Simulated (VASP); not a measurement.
Crystal: SrNb.

```
Sr Nb
1.0
     0.00000    2.67783    2.67783
     2.67783    0.00000    2.67783
     2.67783    2.67783    0.00000
Sr Nb
1 1
Cartesian
  0.0000 0.0000 0.0000
  2.6778 2.6778 2.6778
```

* Program: VASP 6.6.1
* Task: relaxation of cell and atoms
* Functional: PBE
* Potentials or basis: VASP PAW PBE potentials, release 64 (Sr_sv, Nb_sv)
* Cutoff: 500 eV
* k mesh: 6 × 6 × 6
* Occupations: gaussian, width 0.2 eV
* Spin: no spin polarisation

At the start: pressure 34.2 GPa; volume 19.20 Å³/atom.

Q: Where does the relaxation end?

A: Over 4 steps the energy falls by 832.5 meV/atom and the volume is 31.37 Å³/atom (+63.4 %); space group Fm-3m (No. 225, to 0.05 Å).

The path:
```
step  energy change (eV)  largest force (eV/Å)  pressure (GPa)  volume (Å³)
   1              0.0000                0.0000           34.19        38.40
   2             -1.6522                0.0000           -1.19        65.98
   3             -1.6621                0.0000            0.64        61.17
   4             -1.6651                0.0000           -0.03        62.74
```

Final structure:
```
Sr Nb
1.0
     0.00000    3.15384    3.15384
     3.15384    0.00000    3.15384
     3.15384    3.15384    0.00000
Sr Nb
1 1
Direct
  0.00000 0.00000 0.00000
  0.50000 0.50000 0.50000
```

Caveat: the volume moved by over 15 % at a fixed basis, so the end points are rough.
